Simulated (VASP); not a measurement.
# Sn (Im-3m) in VASP: notebook, part 2 of 2

VASP 6.6.1.

### Step 5. Single point, PBE, non-collinear spin, zero start, spin-orbit coupling

This run uses another cell than the first one, of 28.02 Å³/atom, 1.036 times its volume.

INCAR

```
PREC = Accurate ; ENCUT = 520
EDIFF = 1E-6 ; ISMEAR = 0
SIGMA = 0.05 ; LREAL = F
LASPH = T ; NELM = 150
ALGO = Normal ; ISIF = 2
LWAVE = F ; LCHARG = F
MAGMOM = 0 0 0 ; LORBIT = 11
LSORBIT = T ; GGA_COMPAT = F
LORBMOM = T ; GGA = PE
NBANDS = 25
```

KPOINTS

```
Automatic mesh
0
Gamma
  16 16 16
```

POSCAR

```
Sn
1.0
   -1.9132974932      1.9132974932      1.9132974932
    1.9132974932     -1.9132974932      1.9132974932
    1.9132974932      1.9132974932     -1.9132974932
Sn
1
Direct
    0.0000000000      0.0000000000      0.0000000000
```

Potentials or basis: VASP PAW PBE potentials, release 64 (Sn_d).

On the command line:

```
cat potpaw_PBE.64/Sn_d/POTCAR > POTCAR
mpirun -np 1 vasp_ncl > vasp.out
```

OUTCAR:

```text
PREC = Accurate
   ENCUT = 520
   EDIFF = 1E-6
   ISMEAR = 0
   LREAL = F
   LASPH = T
   NELM = 150
   ISIF = 2
   LORBIT = 11
   LSORBIT = T
   GGA = PE

 ion  position               nearest neighbor table
   1  0.000  0.000  0.000-

  LATTYP: Found a body centered cubic cell.
 ALAT       =     3.8265949864

  Lattice vectors:

 A1 = (  -1.9132974932,   1.9132974932,   1.9132974932)
 A2 = (   1.9132974932,  -1.9132974932,   1.9132974932)
 A3 = (   1.9132974932,   1.9132974932,  -1.9132974932)

Analysis of symmetry for initial positions (statically):
=====================================================================
 Subroutine PRICEL returns:
 Original cell was already a primitive cell.

 Routine SETGRP: Setting up the symmetry group for a
 body centered cubic supercell.

 Subroutine GETGRP returns: Found 48 space group operations
 (whereof 48 operations were pure point group operations)
 out of a pool of 48 trial point group operations.

The static configuration has the point symmetry O_h .

Analysis of symmetry for dynamics (positions and initial velocities):
=====================================================================
 Subroutine PRICEL returns:
 Original cell was already a primitive cell.

 Routine SETGRP: Setting up the symmetry group for a
 body centered cubic supercell.

 Subroutine GETGRP returns: Found 48 space group operations
 (whereof 48 operations were pure point group operations)
 out of a pool of 48 trial point group operations.

The dynamic configuration has the point symmetry O_h .

Analysis of structural, dynamic, and magnetic symmetry:
=====================================================================
 Subroutine PRICEL returns:
 Original cell was already a primitive cell.

[... 844 lines left out ...]
  Total       -0.0741497     -0.0741497     -0.0741497      0.0000000      0.0000000     -0.0000000
  in kB       -4.2404543     -4.2404543     -4.2404543      0.0000000      0.0000000     -0.0000000
  external PRESSURE =      -4.2404543 kB  Pullay stress =       0.0000000 kB

 VOLUME and BASIS-vectors are now :
 -----------------------------------------------------------------------------
  energy-cutoff  :      520.00
  volume of cell :       28.02
      direct lattice vectors                 reciprocal lattice vectors
    -1.913297493  1.913297493  1.913297493     0.000000000  0.261328937  0.261328937
     1.913297493 -1.913297493  1.913297493     0.261328937  0.000000000  0.261328937
     1.913297493  1.913297493 -1.913297493     0.261328937  0.261328937  0.000000000

 POSITION                                       TOTAL-FORCE (eV/Angst)
 -----------------------------------------------------------------------------------
      0.00000      0.00000      0.00000         0.000000     -0.000000      0.000000
 -----------------------------------------------------------------------------------
    total drift:                                0.000000      0.000000      0.000000

  FREE ENERGIE OF THE ION-ELECTRON SYSTEM (eV)
  ---------------------------------------------------
  free  energy   TOTEN  =        -3.8272853089 eV

  energy  without entropy=       -3.8266437381  energy(sigma->0) =       -3.82696452

 orbital moment (x)

 # of ion     p       d       tot
 ----------------------------------------
  1        -0.000   0.000  -0.000
 ----------------------------------------
           -0.000   0.000  -0.000

 orbital moment (y)

 # of ion     p       d       tot
 ----------------------------------------
  1        -0.000   0.000  -0.000
 ----------------------------------------
           -0.000   0.000  -0.000

 orbital moment (z)

 # of ion     p       d       tot
 ----------------------------------------
  1         0.000   0.000   0.000
 ----------------------------------------
            0.000   0.000   0.000

 Spin-Orbit-Coupling matrix elements

 Ion:    1  E_soc:     -0.1108392
 l=   1
     0.0000000    -0.0123366    -0.0123366
    -0.0123366     0.0000000    -0.0123366
    -0.0123366    -0.0123366     0.0000000
 l=   2
     0.0000000    -0.0012235     0.0000000    -0.0012235    -0.0049132
    -0.0012235     0.0000000    -0.0036849    -0.0012235    -0.0012283
     0.0000000    -0.0036849     0.0000000    -0.0036849     0.0000000
    -0.0012235    -0.0012235    -0.0036849     0.0000000    -0.0012283
    -0.0049132    -0.0012283     0.0000000    -0.0012283     0.0000000
 l=   3
     0.0000000     0.0000000     0.0000000     0.0000000     0.0000000     0.0000000     0.0000000
     0.0000000     0.0000000     0.0000000     0.0000000     0.0000000     0.0000000     0.0000000
     0.0000000     0.0000000     0.0000000     0.0000000     0.0000000     0.0000000     0.0000000
     0.0000000     0.0000000     0.0000000     0.0000000     0.0000000     0.0000000     0.0000000
     0.0000000     0.0000000     0.0000000     0.0000000     0.0000000     0.0000000     0.0000000
     0.0000000     0.0000000     0.0000000     0.0000000     0.0000000     0.0000000     0.0000000
     0.0000000     0.0000000     0.0000000     0.0000000     0.0000000     0.0000000     0.0000000

 total charge

# of ion       s       p       d       tot
------------------------------------------
    1        1.296   0.870   9.968  12.134

 magnetization (x)

# of ion       s       p       d       tot
------------------------------------------
    1       -0.000  -0.000   0.000  -0.000

 magnetization (y)

# of ion       s       p       d       tot
------------------------------------------
    1        0.000   0.000   0.000   0.000

 magnetization (z)

# of ion       s       p       d       tot
------------------------------------------
    1       -0.000   0.000   0.000  -0.000
```

stdout:

```text
POSCAR found type information on POSCAR Sn
 POSCAR found :  1 types and       1 ions
 scaLAPACK will be used
 LDA part: xc-table for (Slater+PW92), standard interpolation
 POSCAR, INCAR and KPOINTS ok, starting setup
 FFT: planning ... GRIDC
 FFT: planning ... GRID_SOFT
 FFT: planning ... GRID
 WAVECAR not read
 entering main loop
```

Run time: 1.9 min. Hardware: 1 thread of AMD EPYC 9R45 (Zen 5), shared host; peak memory 0.3 GiB.

What came out:

```
Free energy                                           : -3.8273 eV
Pressure                                              : -0.4 GPa
Net moment                                            : 0.00 μB per cell
Valence electrons inside the program's atomic spheres : Sn 12.13
```

Moments on the atoms (μB; x, y, z):
```
Sn  0.00 0.00 0.00
```

### Step 6. Overview

```tsv
spin	cell	k mesh	pressure (GPa)	moment (μB)
off	a = 3.276 Å, angles 109.5°, 1 atom	8 × 8 × 8	1.2	-
non-collinear, zero start, SOC	a = 3.305 Å, angles 109.5°, 1 atom	16 × 16 × 16	0.0	0.00
non-collinear, zero start, SOC	a = 3.314 Å, angles 109.5°, 1 atom	16 × 16 × 16	-0.4	0.00
```

Alike in all rows: task single point; level PBE; potentials or basis VASP PAW PBE potentials, release 64 (Sn_d); cutoff (eV) 520; smearing gaussian 0.05 eV.

Total energies depend on the potentials used, so only differences within one code and one set of settings carry meaning.
